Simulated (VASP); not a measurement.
In:

```
In
1.0
     3.33548    0.00000    0.00000
    -1.66774    2.88861    0.00000
     0.00000    0.00000    5.50914
In
2
Direct
  0.66667 0.33333 0.75000
  0.33333 0.66667 0.25000
```

This isn't the form of In at room conditions, which is tetragonal.

* Program: VASP 6.6.1
* Task: relaxation of cell and atoms
* Functional: revPBE
* Dispersion: D3(BJ)
* Potentials or basis: VASP PAW PBE potentials, release 64 (In_d)
* Cutoff: 600 eV
* k mesh: 9 × 9 × 5
* Occupations: fermi-dirac, width 0.05 eV
* Spin: no spin polarisation

At the start: pressure -1.2 GPa; volume 26.54 Å³/atom.

Problem. How do energy, volume and symmetry change on relaxing?

Solution. Over 7 steps the energy falls by 3.1 meV/atom and the volume is 25.80 Å³/atom (-2.8 %); space group P6_3/mmc (No. 194, to 0.1 Å) before and after.

The path:
| step | energy change (eV) | largest force (eV/Å) | pressure (GPa) | volume (Å³) |
| --- | --- | --- | --- | --- |
| 1 | 0.0000 | 0.0000 | -1.16 | 53.08 |
| 2 | -0.0056 | 0.0000 | 0.19 | 51.62 |
| 3 | -0.0055 | 0.0000 | -0.12 | 51.73 |
| 4 | -0.0056 | 0.0000 | -0.07 | 51.67 |
| 5 | -0.0061 | 0.0000 | -0.06 | 51.64 |
| 6 | -0.0062 | 0.0000 | -0.04 | 51.59 |
| 7 | -0.0063 | 0.0000 | -0.05 | 51.61 |

Final structure:
```xyz
2
Lattice="3.3183 0.0000 0.0000 -1.6592 2.8737 0.0000 0.0000 0.0000 5.4121" Properties=species:S:1:pos:R:3 pbc="T T T"
In    1.6592    0.9579    4.0590
In    0.0000    1.9158    1.3530
```

Caveat: the PAW data sets were made with another functional, which shifts forces and pressure a little.
